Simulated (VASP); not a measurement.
Wanted: the native input for a VASP 6.6.1 run.

| Quantity | Value |
| --- | --- |
| Task | single point |
| Functional | PBEsol |
| Potentials or basis | VASP PAW PBE potentials, release 64 (Zn) |
| Cutoff | 500 eV |
| k mesh | 19 × 19 × 19 |
| Occupations | gaussian, width 0.05 eV |
| Spin | no spin polarisation |
| Dipole correction | no |
| Further INCAR settings | ALGO = Normal; EDIFF = 1e-06; NBANDS = 12 |

The structure of Zn lies in POSCAR:

```
Zn
1.0
    0.0000000000      1.9289370373      1.9289370373
    1.9289370373      0.0000000000      1.9289370373
    1.9289370373      1.9289370373      0.0000000000
Zn
1
Direct
    0.0000000000      0.0000000000      0.0000000000
```

These files were run (other wordings do the same):

INCAR

```
ALGO = Normal
EDIFF = 1E-6
ENCUT = 500
GGA = PS
GGA_COMPAT = F
ISIF = 2
ISMEAR = 0
LASPH = T
LCHARG = F
LREAL = F
LWAVE = F
NBANDS = 12
NELM = 120
PREC = Accurate
SIGMA = 0.05
```

KPOINTS

```
k-points
0
Gamma
  19 19 19
```

Potentials or basis: VASP PAW PBE potentials, release 64 (Zn).

Command:

```bash
$ cat potpaw_PBE.64/Zn/POTCAR > POTCAR
$ mpirun -np 1 vasp_std > vasp.out
```

Results of the run:

```yaml
Pressure: -0.8 GPa
Band_gap_on_the_k_mesh: zero (band 6 reaches 5.31 eV, above the bottom of band 7 at 2.11 eV)
```

Caveat: the PAW data sets were made with another functional, which shifts forces and pressure a little.

Wall time 21 s on 1 thread of Intel(R) Xeon(R) 6975P-C (Granite Rapids) (shared host), peak memory 0.14 GiB.
